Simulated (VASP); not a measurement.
A run of VASP 6.6.1:

The input INCAR:

```
SYSTEM = Lu
ALGO = Normal ; EDIFF = 1E-6
ENCUT = 520 ; GGA = RP
ISIF = 2 ; ISMEAR = -1
LASPH = .TRUE. ; LCHARG = .FALSE.
LREAL = .FALSE. ; LWAVE = .FALSE.
NBANDS = 18 ; NELM = 100
PREC = Accurate ; SIGMA = 0.1
```

The input KPOINTS:

```
k-points
0
G
  13 13 13
  0 0 0
```

The input POSCAR:

```
Lu
1.0
   -1.8992837057      1.8992837057      1.8992837057
    1.8992837057     -1.8992837057      1.8992837057
    1.8992837057      1.8992837057     -1.8992837057
Lu
1
Direct
    0.0000000000      0.0000000000      0.0000000000
```

Potentials or basis: VASP PAW PBE potentials, release 64 (Lu).

Run with:

```bash
$ cat potpaw_PBE.64/Lu/POTCAR > POTCAR
$ mpirun -np 1 vasp_std > vasp.out
```

Hardware: 1 thread of Intel(R) Xeon(R) Platinum 8259CL CPU @ 2.50GHz (Skylake/Cascade Lake), with other jobs on the host.

Question: Estimate the wall time of this run.

Answer: It took 19 s on 1 thread of Intel(R) Xeon(R) Platinum 8259CL CPU @ 2.50GHz (Skylake/Cascade Lake), with other jobs on the host, peak memory 0.17 GiB. Counts: scf iterations 12, k points 84.
